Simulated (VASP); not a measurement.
# MgO (Fm-3m) in VASP: further runs, part 3 of 3

VASP 6.6.1. Earlier steps stand in the parts before.

### 5 Single point, revPBE (volume scaled by 0.96)

The input, INCAR:

```
ALGO = Normal
EDIFF = 1E-6
ENCUT = 520
GGA = RE
ISIF = 2
ISMEAR = 0
LASPH = T
LCHARG = T
LELF = T
LREAL = F
LVHAR = T
LWAVE = F
NBANDS = 11
NELM = 100
PREC = Accurate
SIGMA = 0.05
```

The input, KPOINTS:

```
k-points
0
Gamma
  10 10 10
```

The input, POSCAR:

```
MgO
1.0
    0.0000000000      2.1150970605      2.1150970605
    2.1150970605      0.0000000000      2.1150970605
    2.1150970605      2.1150970605      0.0000000000
Mg O
1 1
Direct
    0.0000000000      0.0000000000      0.0000000000
    0.5000000000      0.5000000000      0.5000000000
```

Potentials or basis: VASP PAW PBE potentials, release 64 (Mg, O).

Started as:

```sh
$ cat potpaw_PBE.64/Mg/POTCAR potpaw_PBE.64/O/POTCAR > POTCAR
$ mpirun -np 1 vasp_std > vasp.out
```

OUTCAR:

```text
EDIFF = 1E-6
   ENCUT = 520
   GGA = RE
   ISIF = 2
   ISMEAR = 0
   LASPH = T
   LREAL = F
   NELM = 100
   PREC = Accurate

 ion  position               nearest neighbor table
   1  0.000  0.000  0.000-   2 2.12   2 2.12   2 2.12   2 2.12   2 2.12   2 2.12
   2  0.500  0.500  0.500-   1 2.12   1 2.12   1 2.12   1 2.12   1 2.12   1 2.12

  LATTYP: Found a face centered cubic cell.
 ALAT       =     4.2301941210

  Lattice vectors:

 A1 = (   0.0000000000,   2.1150970605,   2.1150970605)
 A2 = (   2.1150970605,   0.0000000000,   2.1150970605)
 A3 = (   2.1150970605,   2.1150970605,   0.0000000000)

Analysis of symmetry for initial positions (statically):
=====================================================================
 Subroutine PRICEL returns:
 Original cell was already a primitive cell.

 Routine SETGRP: Setting up the symmetry group for a
 face centered cubic supercell.

 Subroutine GETGRP returns: Found 48 space group operations
 (whereof 48 operations were pure point group operations)
 out of a pool of 48 trial point group operations.

The static configuration has the point symmetry O_h .

Analysis of symmetry for dynamics (positions and initial velocities):
=====================================================================
 Subroutine PRICEL returns:
 Original cell was already a primitive cell.

 Routine SETGRP: Setting up the symmetry group for a
 face centered cubic supercell.

 Subroutine GETGRP returns: Found 48 space group operations
 (whereof 48 operations were pure point group operations)
 out of a pool of 48 trial point group operations.

The dynamic configuration has the point symmetry O_h .

 Subroutine INISYM returns: Found 48 space group operations
 (whereof 48 operations are pure point group operations),
 and found     1 'primitive' translations

----------------------------------------------------------------------------------------

                                     Primitive cell

  volume of cell :      18.9243

  direct lattice vectors                    reciprocal lattice vectors
     0.000000000  2.115097061  2.115097061    -0.236395771  0.236395771  0.236395771
     2.115097061  0.000000000  2.115097061     0.236395771 -0.236395771  0.236395771
     2.115097061  2.115097061  0.000000000     0.236395771  0.236395771 -0.236395771

  length of vectors
     2.991198949  2.991198949  2.991198949     0.409449486  0.409449486  0.409449486

  position of ions in fractional coordinates (direct lattice)
     0.000000000  0.000000000  0.000000000
     0.500000000  0.500000000  0.500000000

  ion indices of the primitive-cell ions
   primitive index   ion index
                 1           1
                 2           2

----------------------------------------------------------------------------------------

 KPOINTS: k-points

Automatic generation of k-mesh.
 Grid dimensions read from file:
 generate k-points for:   10   10   10

 Generating k-lattice:

  Cartesian coordinates                     Fractional coordinates (reciprocal lattice)
    -0.023639577  0.023639577  0.023639577     0.100000000  0.000000000  0.000000000
[... 21 lines left out ...]
  0.500000  0.000000  0.000000      4.000000
[... 16 lines left out ...]
  0.300000  0.300000  0.000000      6.000000
  0.400000  0.300000  0.000000     24.000000
 [... further k-points ...]
   k-points           NKPTS =     47   k-points in BZ     NKDIM =     47   number of bands    NBANDS=     11
   number of dos      NEDOS =    301   number of ions     NIONS =      2
   total plane-waves  NPLWV =  13824
   dimension x,y,z NGX =    24 NGY =   24 NGZ =   24
   dimension x,y,z NGXF=    48 NGYF=   48 NGZF=   48
   ions per type =               1   1
   NGX,Y,Z   is equivalent  to a cutoff of  13.34, 13.34, 13.34 a.u.
   NGXF,Y,Z  is equivalent  to a cutoff of  26.68, 26.68, 26.68 a.u.
 SYSTEM =  unknown system
   PREC   = accura    normal or accurate (medium, high low for compatibility)
   ISTART =      0    job   : 0-new  1-cont  2-samecut
   ICHARG =      2    charge: 1-file 2-atom 10-const
   ISPIN  =      1    spin polarized calculation?
   LNONCOLLINEAR =      F non collinear calculations
   LSORBIT =      F    spin-orbit coupling
   LASPH  =      T    aspherical Exc in radial PAW
   ENCUT  =  520.0 eV  38.22 Ry    6.18 a.u.   5.56  5.56  5.56*2*pi/ulx,y,z
   NELM   =    100;   NELMIN=  2; NELMDL= -5     # of ELM steps
   EDIFF  = 0.1E-05   stopping-criterion for ELM
   LREAL  =      F    real-space projection
   EDIFFG = 0.1E-04   stopping-criterion for IOM
   NSW    =      0    number of steps for IOM
   IBRION =     -1    ionic relax: 0-MD 1-quasi-New 2-CG
   NFREE  =      0    steps in history (QN), initial steepest desc. (CG)
   ISIF   =      2    stress and relaxation
   ISYM   =      2    0-nonsym 1-usesym 2-fastsym
   POTIM  = 0.5000    time-step for ionic-motion
   TEBEG  =    0.0;   TEEND  =   0.0 temperature during run
   PSTRESS=    0.0 pullay stress
   NELECT =       8.0000    total number of electrons
   NUPDOWN=      -1.0000    fix difference up-down
   EMIN   =  10.00;   EMAX   =-10.00  energy-range for DOS
   EFERMI =   0.00;   METHOD = LEGACY
   ISMEAR =     0;   SIGMA  =   0.05  broadening in eV -4-tet -1-fermi 0-gaus
   EFERMI_NEDOS =   21; number of points for ismear=-14 and -15
   IALGO  =     38    algorithm
   IMIX   =      4    mixing-type and parameters
     AMIX     =   0.40;   BMIX     =  1.00
     AMIX_MAG =   1.60;   BMIX_MAG =  1.00
  volume/ion in A,a.u.               =       9.46        63.85
  Fermi-wavevector in a.u.,A,eV,Ry     =   1.228659  2.321828 20.539379  1.509602
  Thomas-Fermi vector in A             =   2.363576
   LORBIT       =      0    0 simple, 1 ext, 2 COOP (PROOUT), +10 PAW based schemes
   GGA     = RE    functional components
   LHFCALC =     F    Hartree Fock is set to
   AEXX    =    0.0000 exact exchange contribution
   IVDW    =     0    specifies the selected vdW correction
   LEPSILON=     F    determine dielectric tensor
   LRPA    =     F    only Hartree local field effects (RPA)
 non-spin polarized calculation
 Gauss-broadening in eV      SIGMA  =   0.05
  energy-cutoff  :      520.00
  volume of cell :       18.92
 maximum number of plane-waves:       532
 NGX is ok and might be reduce to    24
   NGX = 11   NGY = 11   NGZ = 11

 number of electron       8.0000005 magnetization

 Free energy of the ion-electron system (eV)
  ---------------------------------------------------
  ext. energy  EPLUGINS =         0.00000000
  ---------------------------------------------------
  free energy    TOTEN  =       -11.31454991 eV

  energy without entropy =      -11.31454991  energy(sigma->0) =      -11.31454991

 E-fermi :   3.5014     XC(G=0): -10.8431

 val. band max:        3.2132447835   @ k =   0.0000   0.0000   0.0000
 cond. band min:       7.8975263473   @ k =   0.0000   0.0000   0.0000
 fundamental gap:      4.6842815638
 Fermi energy:         3.5013843934

 k-point     1 :       0.0000    0.0000    0.0000
  band No.  band energies     occupation
      1     -14.0407      2.00000
      2       3.2132      2.00000
      3       3.2132      2.00000
      4       3.2132      2.00000
      5       7.8975      0.00000
      6      19.0404      0.00000
      7      19.0404      0.00000
      8      19.0405      0.00000
      9      22.8783      0.00000
     10      24.6854      0.00000
     11      24.6854      0.00000
[... 309 lines left out ...]
 k-point    24 :       0.4000    0.3000    0.0000
  band No.  band energies     occupation
      1     -12.8478      2.00000
      2      -0.2994      2.00000
      3       1.9371      2.00000
      4       2.1504      2.00000
      5      12.7646      0.00000
      6      13.4336      0.00000
      7      16.8048      0.00000
      8      21.3555      0.00000
      9      21.5594      0.00000
     10      28.0581      0.00000
     11      30.0628      0.00000

 [... further k-points ...]

------------------------ aborting loop because EDIFF is reached ----------------------------------------

  FORCE on cell =-STRESS in cart. coord.  units (eV):
  Direction    XX          YY          ZZ          XY          YZ          ZX
  --------------------------------------------------------------------------------------
  -------------------------------------------------------------------------------------
  Total        0.6397593      0.6397593      0.6397593     -0.0000000      0.0000000      0.0000000
  in kB       54.1634432     54.1634432     54.1634432     -0.0000000      0.0000000      0.0000000
  external PRESSURE =      54.1634432 kB  Pullay stress =       0.0000000 kB

 VOLUME and BASIS-vectors are now :
 -----------------------------------------------------------------------------
  energy-cutoff  :      520.00
  volume of cell :       18.92
      direct lattice vectors                 reciprocal lattice vectors
     0.000000000  2.115097061  2.115097061    -0.236395771  0.236395771  0.236395771
     2.115097061  0.000000000  2.115097061     0.236395771 -0.236395771  0.236395771
     2.115097061  2.115097061  0.000000000     0.236395771  0.236395771 -0.236395771

 POSITION                                       TOTAL-FORCE (eV/Angst)
 -----------------------------------------------------------------------------------
      0.00000      0.00000      0.00000         0.000000      0.000000      0.000000
      2.11510      2.11510      2.11510        -0.000000     -0.000000     -0.000000
 -----------------------------------------------------------------------------------
    total drift:                               -0.000000     -0.000000      0.000000

  FREE ENERGIE OF THE ION-ELECTRON SYSTEM (eV)
  ---------------------------------------------------
  free  energy   TOTEN  =       -11.3145499103 eV

  energy  without entropy=      -11.3145499103  energy(sigma->0) =      -11.31454991
```

OSZICAR:

```text
N       E                     dE             d eps       ncg     rms          rms(c)
DAV:   1     0.159236133915E+02    0.15924E+02   -0.45666E+03  1106   0.640E+02
DAV:   2    -0.120975805116E+02   -0.28021E+02   -0.27086E+02  1214   0.138E+02
DAV:   3    -0.128561355682E+02   -0.75856E+00   -0.75763E+00  1237   0.192E+01
DAV:   4    -0.128580877069E+02   -0.19521E-02   -0.19521E-02  1133   0.112E+00
DAV:   5    -0.128580937395E+02   -0.60326E-05   -0.60326E-05  1211   0.613E-02    0.724E+00
DAV:   6    -0.113165383398E+02    0.15416E+01   -0.87143E+00  1070   0.163E+01    0.224E+00
DAV:   7    -0.113130155919E+02    0.35227E-02   -0.51404E-02  1115   0.209E+00    0.137E+00
DAV:   8    -0.113148465189E+02   -0.18309E-02   -0.32895E-02  1082   0.200E+00    0.238E-01
DAV:   9    -0.113144878765E+02    0.35864E-03   -0.56660E-04  1172   0.163E-01    0.139E-01
DAV:  10    -0.113145480698E+02   -0.60193E-04   -0.75574E-04  1130   0.201E-01    0.184E-02
DAV:  11    -0.113145502185E+02   -0.21486E-05   -0.10574E-05  1199   0.240E-02    0.597E-03
DAV:  12    -0.113145499103E+02    0.30821E-06   -0.10823E-06  1035   0.833E-03
   1 F= -.11314550E+02 E0= -.11314550E+02  d E =-.319627E-18
```

Run time: 5.3 s. Hardware: 1 thread of Intel Xeon 6975P-C, shared host; peak memory 0.14 GiB.

What came out:

| Property | Result |
| --- | --- |
| Free energy | -11.3145 eV |
| Pressure | 5.4 GPa |
| Band gap on the k mesh | 4.68 eV, direct |

Caveat: the PAW data sets were made with another functional, which shifts forces and pressure a little.

### 6 The runs side by side

```tsv
cell	gap on the mesh (eV)	pressure (GPa)
a = 3.020 Å, angles 60.0°, 2 atoms	4.42	1.0
a = 3.032 Å, angles 60.0°, 2 atoms	4.31	-0.8
a = 3.012 Å, angles 60.0°, 2 atoms	4.49	2.1
a = 2.991 Å, angles 60.0°, 2 atoms	4.68	5.4
```

Alike in all rows: task single point; level revPBE; potentials or basis VASP PAW PBE potentials, release 64 (Mg, O); no spin polarisation; k mesh 10 × 10 × 10; cutoff (eV) 520; smearing gaussian 0.05 eV.

Caveats: the PAW data sets were made with another functional, which shifts forces and pressure a little.

Total energies depend on the potentials used, so only differences within one code and one set of settings carry meaning.

### 7 Comparison with measurements

Step 2. Against the measured gap of MgO, 7.83 eV (quoted in “Electronic structure of alkaline earth and post-transition metal oxides”, 2009, arxiv:0908.1581), the calculated 4.42 eV is off by -3.41 eV. The value is that of revPBE, without temperature or zero-point motion. Semilocal functionals fall short of measured gaps as a rule.

Step 3. Against the measured gap of MgO, 7.83 eV (quoted in “Electronic structure of alkaline earth and post-transition metal oxides”, 2009, arxiv:0908.1581), the calculated 4.31 eV is off by -3.52 eV. The value is that of revPBE, without temperature or zero-point motion. Semilocal functionals fall short of measured gaps as a rule.
